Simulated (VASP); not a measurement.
The system is MoS.

```
Mo S
1.0
     0.00000    2.41488    2.41488
     2.41488    0.00000    2.41488
     2.41488    2.41488    0.00000
Mo S
1 1
Direct
  0.00000 0.00000 0.00000
  0.50000 0.50000 0.50000
```

- Program: VASP 6.6.1
- Task: relaxation of cell and atoms
- Functional: PBEsol
- Potentials or basis: VASP PAW PBE potentials, release 64 (Mo_sv, S)
- Cutoff: 600 eV
- k mesh: 8 × 8 × 8
- Occupations: gaussian, width 0.1 eV
- Spin: no spin polarisation

At the start: pressure 8.9 GPa; volume 14.08 Å³/atom.

Task: How do energy, volume and symmetry change on relaxing?

Result: Over 3 steps the energy falls by 16.0 meV/atom and the volume is 14.69 Å³/atom (+4.3 %); space group Fm-3m (No. 225, to 0.1 Å) before and after.

The path:
| step | energy change (eV) | largest force (eV/Å) | pressure (GPa) | volume (Å³) |
| --- | --- | --- | --- | --- |
| 1 | 0.0000 | 0.0000 | 8.91 | 28.17 |
| 2 | 0.0487 | 0.0000 | -11.47 | 31.48 |
| 3 | -0.0321 | 0.0000 | -0.16 | 29.39 |

Final structure:
```yaml
crystal:
  lattice:
    - [0.00000, 2.44937, 2.44937]
    - [2.44937, 0.00000, 2.44937]
    - [2.44937, 2.44937, 0.00000]
  atoms:
    - { symbol: Mo, position: [0.00000, 0.00000, 0.00000] }
    - { symbol: S, position: [0.50000, 0.50000, 0.50000] }
```

Caveat: the PAW data sets were made with another functional, which shifts forces and pressure a little.
